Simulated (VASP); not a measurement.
Here is a VASP 6.6.1 calculation.

File INCAR:

```
SYSTEM = Ti
PREC = Accurate
ENCUT = 520
EDIFF = 1E-7
ISMEAR = 0
SIGMA = 0.15
LREAL = .FALSE.
LASPH = .TRUE.
NELM = 60
ALGO = Normal
ISIF = 2
LWAVE = .FALSE.
LCHARG = .FALSE.
GGA = PE
NBANDS = 12
```

The input KPOINTS:

```
regular mesh
0
G
  20 20 20
  0 0 0
```

POSCAR

```
Ti
1.0
    0.0000000000      1.8676000000      1.9488000000
    1.8676000000      0.0000000000      1.9488000000
    1.8676000000      1.8676000000      0.0000000000
Ti
1
Direct
    0.0000000000      0.0000000000      0.0000000000
```

Potentials or basis: VASP PAW PBE potentials, release 64 (Ti_sv).

The run is started by

```bash
$ cat potpaw_PBE.64/Ti_sv/POTCAR > POTCAR
$ mpirun -np 1 vasp_std > vasp.out
```

Predict the pressure.

38.9 GPa.

Estimate the band gap on the k mesh.

zero (bands 6 and 7 overlap by 1.47 eV).

Stress tensor (GPa, compression positive):
```
39.31  0.00  0.00
 0.00 39.31  0.00
 0.00  0.00 38.05
```

Caveat: the cell differs from its parent crystal (strain -0.080 along x and y, -0.040 along z); the cell stands under pressure.
